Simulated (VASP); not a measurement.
Input of a VASP 6.6.1 run:

File INCAR:

```
SYSTEM = BN
ALGO = Normal
EDIFF = 1E-7
ENCUT = 520
GGA = PE
ISIF = 2
ISMEAR = 0
LASPH = .TRUE.
LCHARG = .FALSE.
LREAL = .FALSE.
LWAVE = .FALSE.
NBANDS = 16
NELM = 100
PREC = Accurate
SIGMA = 0.014
```

The input KPOINTS:

```
k-points
0
G
  12 12 6
  0 0 0
```

The input POSCAR:

```
BN
1.0
    2.5539396017      0.0000000000      0.0000000000
   -1.2769698009      2.2117765748      0.0000000000
    0.0000000000      0.0000000000      4.2268550000
N B
2 2
Direct
    0.3333333333      0.6666666667      0.1252760000
    0.6666666667      0.3333333333      0.6252760000
    0.3333333333      0.6666666667      0.4997240000
    0.6666666667      0.3333333333      0.9997240000
```

Potentials or basis: VASP PAW PBE potentials, release 64 (N, B).

Launch:

```sh
$ cat potpaw_PBE.64/N/POTCAR potpaw_PBE.64/B/POTCAR > POTCAR
$ mpirun -np 1 vasp_std > vasp.out
```

(1) Estimate the pressure.

(2) Estimate the largest force.

(3) Predict the band gap on the k mesh.

Results:

(1) 0.2 GPa.

(2) 0.014 eV/Å.

(3) 5.20 eV, indirect (least direct gap 8.23 eV).
